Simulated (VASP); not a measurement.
# ZnO (P6_3mc) in VASP: a series of runs

The runs below take ZnO through relaxation of cell and atoms, with PBEsol.

Program: VASP 6.6.1. These are calculated values, not measurements. Logs are shortened: lines on timing, memory, paths and dates and some standing lists are left out, and cuts for length are marked.

### Step 1. The cell of the first run

Symmetry: P6_3mc, No. 186, hexagonal system. The conventional cell has a = 3.230 Å, b = 3.230 Å, c = 5.214 Å, α = 90.00°, β = 90.00°, γ = 120.00°. Zn (site symmetry 3m) has 4 O at 1.97 to 1.98 Å within 2.6 Å. Within 2.6 Å of O (site symmetry 3m) lie 4 Zn at 1.97 to 1.98 Å.

### Step 2. Relaxation of cell and atoms, PBEsol, target pressure 2 GPa, at which the enthalpy is minimised

Contents of INCAR:

```
ALGO = Normal ; EDIFF = 1E-7
EDIFFG = -0.002 ; ENCUT = 600
GGA = PS ; IBRION = 2
ISIF = 3 ; ISMEAR = 0
LASPH = True ; LCHARG = False
LREAL = False ; LWAVE = False
NELM = 60 ; NSW = 100
PREC = Accurate ; PSTRESS = 20.0
SIGMA = 0.01
```

Contents of KPOINTS:

```
k-points
0
Gamma
  8 8 4
```

Contents of POSCAR:

```
ZnO
1.0
    3.2300090304      0.0000000000      0.0000000000
   -1.6150045152      2.7972698748      0.0000000000
    0.0000000000      0.0000000000      5.2143445338
Zn O
2 2
Direct
    0.3333333333      0.6666666667      0.5000406004
    0.6666666667      0.3333333333      0.0000406004
    0.6666666667      0.3333333333      0.3789693995
    0.3333333333      0.6666666667      0.8789693996
```

Potentials or basis: VASP PAW PBE potentials, release 64 (Zn, O).

Command:

```sh
$ cat potpaw_PBE.64/Zn/POTCAR potpaw_PBE.64/O/POTCAR > POTCAR
$ mpirun -np 1 vasp_std > vasp.out
```

OUTCAR:

```text
EDIFF = 1E-7
   EDIFFG = -0.002
   ENCUT = 600
   GGA = PS
   IBRION = 2
   ISIF = 3
   ISMEAR = 0
   LASPH = True
   LREAL = False
   NELM = 60
   NSW = 100
   PREC = Accurate
   PSTRESS = 20.0

 ion  position               nearest neighbor table
   1  0.333  0.667  0.500-   3 1.97   3 1.97   3 1.97   4 1.98
   2  0.667  0.333  0.000-   4 1.97   4 1.97   4 1.97   3 1.98
   3  0.667  0.333  0.379-   1 1.97   1 1.97   1 1.97   2 1.98
   4  0.333  0.667  0.879-   2 1.97   2 1.97   2 1.97   1 1.98

  LATTYP: Found a hexagonal cell.
 ALAT       =     3.2300090304
 C/A-ratio  =     1.6143436395

  Lattice vectors:

 A1 = (   3.2300090304,   0.0000000000,   0.0000000000)
 A2 = (  -1.6150045152,   2.7972698748,   0.0000000000)
 A3 = (   0.0000000000,   0.0000000000,   5.2143445338)

Analysis of symmetry for initial positions (statically):
=====================================================================
 Subroutine PRICEL returns:
 Original cell was already a primitive cell.

 Routine SETGRP: Setting up the symmetry group for a
 hexagonal supercell.

 Subroutine GETGRP returns: Found 12 space group operations
 (whereof  6 operations were pure point group operations)
 out of a pool of 24 trial point group operations.

The static configuration has the point symmetry C_3v.
 The point group associated with its full space group is C_6v.

Analysis of symmetry for dynamics (positions and initial velocities):
=====================================================================
 Subroutine PRICEL returns:
 Original cell was already a primitive cell.

 Routine SETGRP: Setting up the symmetry group for a
 hexagonal supercell.

 Subroutine GETGRP returns: Found 12 space group operations
 (whereof  6 operations were pure point group operations)
 out of a pool of 24 trial point group operations.

The dynamic configuration has the point symmetry C_3v.
 The point group associated with its full space group is C_6v.

 Subroutine INISYM returns: Found 12 space group operations
 (whereof  6 operations are pure point group operations),
 and found     1 'primitive' translations

----------------------------------------------------------------------------------------

                                     Primitive cell

  volume of cell :      47.1127

  direct lattice vectors                    reciprocal lattice vectors
     3.230009030  0.000000000  0.000000000     0.309596658  0.178745714  0.000000000
    -1.615004515  2.797269875  0.000000000     0.000000000  0.357491427  0.000000000
     0.000000000  0.000000000  5.214344534     0.000000000  0.000000000  0.191778659

  length of vectors
     3.230009030  3.230009030  5.214344534     0.357491427  0.357491427  0.191778659

  position of ions in fractional coordinates (direct lattice)
     0.333333333  0.666666667  0.500040600
     0.666666667  0.333333333  0.000040600
     0.666666667  0.333333333  0.378969400
     0.333333333  0.666666667  0.878969400

  ion indices of the primitive-cell ions
   primitive index   ion index
                 1           1
                 2           2
                 3           3
                 4           4

----------------------------------------------------------------------------------------

 KPOINTS: k-points

Automatic generation of k-mesh.
 Grid dimensions read from file:
 generate k-points for:    8    8    4

 Generating k-lattice:

  Cartesian coordinates                     Fractional coordinates (reciprocal lattice)
     0.038699582  0.022343214  0.000000000     0.125000000  0.000000000  0.000000000
     0.000000000  0.044686428  0.000000000     0.000000000  0.125000000  0.000000000
     0.000000000  0.000000000  0.047944665     0.000000000  0.000000000  0.250000000

  Length of vectors
     0.044686428  0.044686428  0.047944665

  Shift w.r.t. Gamma in fractional coordinates (k-lattice)
     0.000000000  0.000000000  0.000000000

 Subroutine IBZKPT returns following result:
 ===========================================

 Found     30 irreducible k-points:

 Following reciprocal coordinates:
            Coordinates               Weight
  0.000000  0.000000  0.000000      1.000000
  0.125000  0.000000  0.000000      6.000000
  0.250000  0.000000  0.000000      6.000000
  0.375000  0.000000  0.000000      6.000000
  0.500000  0.000000  0.000000      3.000000
  0.125000  0.125000  0.000000      6.000000
[... 16 lines left out ...]
  0.250000  0.000000  0.500000      6.000000
  0.375000  0.000000  0.500000      6.000000
 [... further k-points ...]
   k-points           NKPTS =     30   k-points in BZ     NKDIM =     30   number of bands    NBANDS=     22
   number of dos      NEDOS =    301   number of ions     NIONS =      4
   total plane-waves  NPLWV =  32928
   dimension x,y,z NGX =    28 NGY =   28 NGZ =   42
   dimension x,y,z NGXF=    56 NGYF=   56 NGZF=   84
   ions per type =               2   2
   NGX,Y,Z   is equivalent  to a cutoff of  14.41, 14.41, 13.39 a.u.
   NGXF,Y,Z  is equivalent  to a cutoff of  28.82, 28.82, 26.78 a.u.
 SYSTEM =  unknown system
   PREC   = accura    normal or accurate (medium, high low for compatibility)
   ISTART =      0    job   : 0-new  1-cont  2-samecut
   ICHARG =      2    charge: 1-file 2-atom 10-const
   ISPIN  =      1    spin polarized calculation?
   LNONCOLLINEAR =      F non collinear calculations
   LSORBIT =      F    spin-orbit coupling
   LASPH  =      T    aspherical Exc in radial PAW
   ENCUT  =  600.0 eV  44.10 Ry    6.64 a.u.   6.45  6.45 10.41*2*pi/ulx,y,z
   NELM   =     60;   NELMIN=  2; NELMDL= -5     # of ELM steps
   EDIFF  = 0.1E-06   stopping-criterion for ELM
   LREAL  =      F    real-space projection
   EDIFFG = -.2E-02   stopping-criterion for IOM
   NSW    =    100    number of steps for IOM
   IBRION =      2    ionic relax: 0-MD 1-quasi-New 2-CG
   NFREE  =      1    steps in history (QN), initial steepest desc. (CG)
   ISIF   =      3    stress and relaxation
   ISYM   =      2    0-nonsym 1-usesym 2-fastsym
   POTIM  = 0.5000    time-step for ionic-motion
   TEBEG  =    0.0;   TEEND  =   0.0 temperature during run
   PSTRESS=   20.0 pullay stress
   NELECT =      36.0000    total number of electrons
   NUPDOWN=      -1.0000    fix difference up-down
   EMIN   =  10.00;   EMAX   =-10.00  energy-range for DOS
   EFERMI =   0.00;   METHOD = LEGACY
   ISMEAR =     0;   SIGMA  =   0.01  broadening in eV -4-tet -1-fermi 0-gaus
   EFERMI_NEDOS =   21; number of points for ismear=-14 and -15
   IALGO  =     38    algorithm
   IMIX   =      4    mixing-type and parameters
     AMIX     =   0.40;   BMIX     =  1.00
     AMIX_MAG =   1.60;   BMIX_MAG =  1.00
  volume/ion in A,a.u.               =      11.78        79.48
  Fermi-wavevector in a.u.,A,eV,Ry     =   1.496683  2.828320 30.477852  2.240059
  Thomas-Fermi vector in A             =   2.608668
   LORBIT       =      0    0 simple, 1 ext, 2 COOP (PROOUT), +10 PAW based schemes
   GGA     = PS    functional components
   LHFCALC =     F    Hartree Fock is set to
   AEXX    =    0.0000 exact exchange contribution
   IVDW    =     0    specifies the selected vdW correction
   LEPSILON=     F    determine dielectric tensor
   LRPA    =     F    only Hartree local field effects (RPA)
 conjugate gradient relaxation of ions
 non-spin polarized calculation
 Gauss-broadening in eV      SIGMA  =   0.01
  energy-cutoff  :      600.00
  volume of cell :       47.11
 maximum number of plane-waves:      1592
 NGX is ok and might be reduce to    28
   NGX = 13   NGY = 13   NGZ = 21

--------------------------------------- Ionic step        1  -------------------------------------------

 number of electron      36.0000008 magnetization

 Free energy of the ion-electron system (eV)
  ---------------------------------------------------
  ext. energy  EPLUGINS =         0.00000000
  ---------------------------------------------------
  free energy    TOTEN  =       -19.41358647 eV

  energy without entropy =      -19.41358647  energy(sigma->0) =      -19.41358647

------------------------ aborting loop because EDIFF is reached ----------------------------------------

  FORCE on cell =-STRESS in cart. coord.  units (eV):
  Direction    XX          YY          ZZ          XY          YZ          ZX
  --------------------------------------------------------------------------------------
  -------------------------------------------------------------------------------------
  Total        0.2505056      0.2505056      0.2510311      0.0000000      0.0000000      0.0000000
  in kB        8.5190293      8.5190293      8.5369027      0.0000000      0.0000000      0.0000000
  external PRESSURE =     -11.4750129 kB  Pullay stress =      20.0000000 kB
[... 65 lines left out ...]
  enthalpy is  TOTEN    =       -18.8264020471 eV   P V=        0.5809572955

--------------------------------------- Ionic step        3  -------------------------------------------

 number of electron      36.0000005 magnetization

 Free energy of the ion-electron system (eV)
  ---------------------------------------------------
  ext. energy  EPLUGINS =         0.00000000
  ---------------------------------------------------
  free energy    TOTEN  =       -19.41032384 eV

  energy without entropy =      -19.41032384  energy(sigma->0) =      -19.41032384

 E-fermi :   1.3211     XC(G=0): -11.2834

 val. band max:        1.2197219389   @ k =   0.0000   0.0000   0.0000
 cond. band min:       1.9213286305   @ k =   0.0000   0.0000   0.0000
 fundamental gap:      0.7016066916
 Fermi energy:         1.3211293538

 k-point     1 :       0.0000    0.0000    0.0000
  band No.  band energies     occupation
      1     -16.9767      2.00000
      2     -16.2087      2.00000
      3      -4.6544      2.00000
      4      -4.5900      2.00000
      5      -4.5900      2.00000
      6      -4.5461      2.00000
[... 574 lines left out ...]
      6      -4.1500      2.00000
[... 14 lines left out ...]
     21       9.9207      0.00000
     22       9.9207      0.00000

 [... further k-points ...]

------------------------ aborting loop because EDIFF is reached ----------------------------------------

  FORCE on cell =-STRESS in cart. coord.  units (eV):
  Direction    XX          YY          ZZ          XY          YZ          ZX
  --------------------------------------------------------------------------------------
  -------------------------------------------------------------------------------------
  Total        0.5862817      0.5862817      0.5856373      0.0000000      0.0000000      0.0000000
  in kB       20.0958323     20.0958323     20.0737437      0.0000000      0.0000000      0.0000000
  external PRESSURE =       0.0884694 kB  Pullay stress =      20.0000000 kB
[... 19 lines left out ...]
  FREE ENERGIE OF THE ION-ELECTRON SYSTEM (eV)
  ---------------------------------------------------
  free  energy   TOTEN  =       -19.4103238435 eV

  energy  without entropy=      -19.4103238435  energy(sigma->0) =      -19.41032384

  enthalpy is  TOTEN    =       -18.8268379432 eV   P V=        0.5834859003

 reached required accuracy - stopping structural energy minimisation
```

Wall time 2.1 min (1 thread of Intel Xeon 8259CL, shared host); peak memory 0.2 GiB.

Results:

```yaml
Free_energy: -19.4103 eV
Relaxed_volume: 11.69 Å³/atom
Relaxed_cell: a = 3.222 Å, b = 3.222 Å, c = 5.201 Å, α = 90.00°, β = 90.00°, γ = 120.00°
Space_group_after_relaxing_to_0.1_Å: P6_3mc (No. 186)
Energy_change_on_relaxing_the_run_minimises_the_enthalpy: +0.8 meV/atom
Ionic_steps: 3
Pressure_after_relaxing: 2.0 GPa
Band_gap_on_the_k_mesh: 0.70 eV
```

The path:
```tsv
step	energy change (eV)	largest force (eV/Å)	pressure (GPa)	volume (Å³)
1	0.0000	0.0005	0.85	47.11
2	0.0062	0.0009	2.68	46.54
3	0.0033	0.0008	2.01	46.74
```

Final structure:
```
Zn O
1.0
     3.22152    0.00000    0.00000
    -1.61076    2.78992    0.00000
     0.00000    0.00000    5.20066
Zn O
2 2
Cartesian
  0.0000 1.8599 2.6006
  1.6108 0.9300 0.0002
  1.6108 0.9300 1.9709
  0.0000 1.8599 4.5712
```

Levels at points of the mesh, in eV from the valence-band top:
```tsv
k point	band 14	band 15	band 16	band 17	band 18	band 19	band 20	band 21	band 22
(0.00, 0.00, 0.00)	-0.82	-0.82	-0.10	0.00	0.00	0.70	5.18	8.13	12.87
(0.50, 0.00, 0.00)	-3.64	-2.91	-2.34	-1.34	-0.87	5.76	6.73	7.44	8.56
(0.00, 0.00, 0.50)	-2.28	-0.41	-0.41	-0.41	-0.41	3.40	3.40	9.99	9.99
(0.50, 0.00, 0.50)	-3.81	-1.56	-1.56	-1.43	-1.43	5.59	5.59	8.45	8.45
```

Caveat: the cell is relaxed towards a set pressure, so the run minimises the enthalpy, not the energy; the PAW data sets were made with another functional, which shifts forces and pressure a little.

### Step 3. Relaxation of cell and atoms, PBEsol, target pressure 4 GPa, at which the enthalpy is minimised

Contents of INCAR:

```
SYSTEM = ZnO
ALGO = Normal
EDIFF = 1E-6
EDIFFG = -0.002
ENCUT = 600
GGA = PS
IBRION = 2
ISIF = 3
ISMEAR = 0
LASPH = .True.
LCHARG = .False.
LREAL = .False.
LWAVE = .False.
NELM = 60
NSW = 100
PREC = Accurate
PSTRESS = 40.0
SIGMA = 0.01
```

Contents of KPOINTS:

```
k-points
0
Gamma
  8 8 4
  0 0 0
```

POSCAR is that of step 2.

Potentials or basis: VASP PAW PBE potentials, release 64 (Zn, O).

Command:

```sh
$ cat potpaw_PBE.64/Zn/POTCAR potpaw_PBE.64/O/POTCAR > POTCAR
$ mpirun -np 1 vasp_std > vasp.out
```

It took 2.1 min on 1 thread of Intel Xeon 8259CL, shared host; peak memory 0.21 GiB.

The run converged. Its results:

- Free energy: -19.3994 eV
- Relaxed volume: 11.54 Å³/atom
- Relaxed cell: a = 3.208 Å, b = 3.208 Å, c = 5.179 Å, α = 90.00°, β = 90.00°, γ = 120.00°
- Space group after relaxing (to 0.1 Å): P6_3mc (No. 186)
- Energy change on relaxing (the run minimises the enthalpy): +3.5 meV/atom
- Ionic steps: 3
- Pressure after relaxing: 4.0 GPa
- Band gap on the k mesh: 0.72 eV

The path:
| step | energy change (eV) | largest force (eV/Å) | pressure (GPa) | volume (Å³) |
| --- | --- | --- | --- | --- |
| 1 | 0.0000 | 0.0006 | 0.81 | 47.11 |
| 2 | 0.0342 | 0.0024 | 6.27 | 45.53 |
| 3 | 0.0141 | 0.0015 | 4.01 | 46.16 |

Final structure:
```
CELL_PARAMETERS angstrom
3.20806 0.00000 0.00000
-1.60403 2.77826 0.00000
0.00000 0.00000 5.17893
ATOMIC_POSITIONS crystal
Zn 0.33333 0.66667 0.50004
Zn 0.66667 0.33333 0.00004
O 0.66667 0.33333 0.37897
O 0.33333 0.66667 0.87897
```

Levels at points of the mesh, in eV from the valence-band top:
| k point | band 14 | band 15 | band 16 | band 17 | band 18 | band 19 | band 20 | band 21 | band 22 |
| --- | --- | --- | --- | --- | --- | --- | --- | --- | --- |
| (0.00, 0.00, 0.00) | -0.84 | -0.84 | -0.10 | 0.00 | 0.00 | 0.72 | 5.23 | 8.17 | 12.94 |
| (0.50, 0.00, 0.00) | -3.68 | -2.95 | -2.39 | -1.36 | -0.89 | 5.81 | 6.75 | 7.45 | 8.65 |
| (0.00, 0.00, 0.50) | -2.29 | -0.41 | -0.41 | -0.41 | -0.41 | 3.43 | 3.43 | 10.04 | 10.04 |
| (0.50, 0.00, 0.50) | -3.83 | -1.59 | -1.59 | -1.45 | -1.45 | 5.61 | 5.61 | 8.52 | 8.52 |

Caveat: the cell is relaxed towards a set pressure, so the run minimises the enthalpy, not the energy; the PAW data sets were made with another functional, which shifts forces and pressure a little.
